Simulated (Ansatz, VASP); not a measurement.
**TiO2 in VASP and in Ansatz**

INCAR

```
  PREC = Accurate
  ENCUT = 600
  EDIFF = 1E-6
  ISMEAR = 0
  SIGMA = 0.01
  LREAL = False
  LASPH = True
  NELM = 100
  ALGO = Normal
  ISIF = 3
  LWAVE = False
  LCHARG = False
  GGA = PE
  IBRION = 2
  NSW = 80
  EDIFFG = -0.001
```

KPOINTS

```
Automatic mesh
0
Gamma
  10 10 10
```

File POSCAR:

```
TiO2
1.0
   -1.8996082691      1.8996082691      4.8485069402
    1.8996082691     -1.8996082691      4.8485069402
    1.8996082691      1.8996082691     -4.8485069402
Ti O
2 4
Direct
    0.0000000000      0.0000000000      0.0000000000
    0.7500000000      0.2500000000      0.5000000000
    0.2064947471      0.2064947471      0.0000000000
    0.9564947471      0.4564947471      0.5000000000
    0.5435052529      0.0435052529      0.5000000000
    0.7935052529      0.7935052529      0.0000000000
```

Input for Ansatz:

```yaml
crystal:
  lattice:
    - [-1.8996082691, 1.8996082691, 4.8485069402]
    - [1.8996082691, -1.8996082691, 4.8485069402]
    - [1.8996082691, 1.8996082691, -4.8485069402]
  atoms:
    - { symbol: Ti, position: [0.0, 0.0, 0.0] }
    - { symbol: Ti, position: [0.75, 0.25, 0.5] }
    - { symbol: O, position: [0.2064947471, 0.2064947471, 0.0] }
    - { symbol: O, position: [0.9564947471, 0.4564947471, 0.5] }
    - { symbol: O, position: [0.5435052529, 0.0435052529, 0.5] }
    - { symbol: O, position: [0.7935052529, 0.7935052529, 0.0] }
basis:
  ecutwfc: 420
kpoints:
  mp_grid: { grid: [10, 10, 10] }
hamiltonian:
  xc: pbe
scf:
  occupations: { method: fixed }
output:
  forces: true
  stress: true
  eigenvalues: true
relax:
  adjacent_minimum: "off"
  f_tol: 0.001
  max_steps: 60
  cell: { stress_tol: 0.01 }
```

Alike in both runs: task relaxation of cell and atoms; functional PBE; k mesh 10 × 10 × 10; no spin polarisation.

```csv
,VASP,Ansatz
version,VASP 6.6.1,Ansatz 0.2.0
potentials or method,"VASP PAW PBE potentials, release 64 (Ti_sv, O), cutoff 600 eV","scalar-relativistic, plane waves, PAW"
occupations,"gaussian, width 0.01 eV",fixed
valence electrons in the cell,48,48
```

VASP gave:

| Property | Result |
| --- | --- |
| gap on the k mesh at the Fermi level, each at its own relaxed structure (eV) | 2.11 |
| relaxed volume (Å³/atom) | 11.69 |
| relaxed cell length with the largest relative difference (Å) | 5.547 |

Question: Estimate Ansatz's values.

Answer: gap on the k mesh at the Fermi level, each at its own relaxed structure (eV): 2.14; relaxed volume (Å³/atom): 11.67; relaxed cell length with the largest relative difference (Å): 5.544.
